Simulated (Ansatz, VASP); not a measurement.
**One calculation of Si4S, two programs**

```
CELL_PARAMETERS angstrom
4.47587 0.00000 0.00000
0.00000 4.47587 0.00000
0.00000 0.00000 4.47587
ATOMIC_POSITIONS crystal
Si 0.00000 0.50000 0.50000
Si 0.50000 0.00000 0.50000
Si 0.50000 0.50000 0.00000
Si 0.00000 0.00000 0.00000
S 0.50000 0.50000 0.50000
```

Alike in both runs: functional PBE; k mesh 4 × 4 × 4; occupations gaussian, width 0.2 eV; no spin polarisation.

Ansatz relaxed the structure, and its values are those at the end. VASP's run is a single point on that final structure, the one shown.

|  | VASP | Ansatz |
| --- | --- | --- |
| version | VASP 6.6.1 | Ansatz 0.2.0 |
| potentials or method | VASP PAW PBE potentials, release 64 (Si, S), cutoff 500 eV | scalar-relativistic, plane waves, PAW |
| valence electrons in the cell | 22 | 22 |

|  | VASP | Ansatz | Ansatz less VASP |
| --- | --- | --- | --- |
| gap on the k mesh at the Fermi level (eV) | none | none | - |
| pressure (GPa) | 0.2 | 0.2 | 0.00 |

A gap of «none» marks a metal or a gap that the smearing closes. The functional is the same, so the differences come from potentials, cutoffs and numerics.
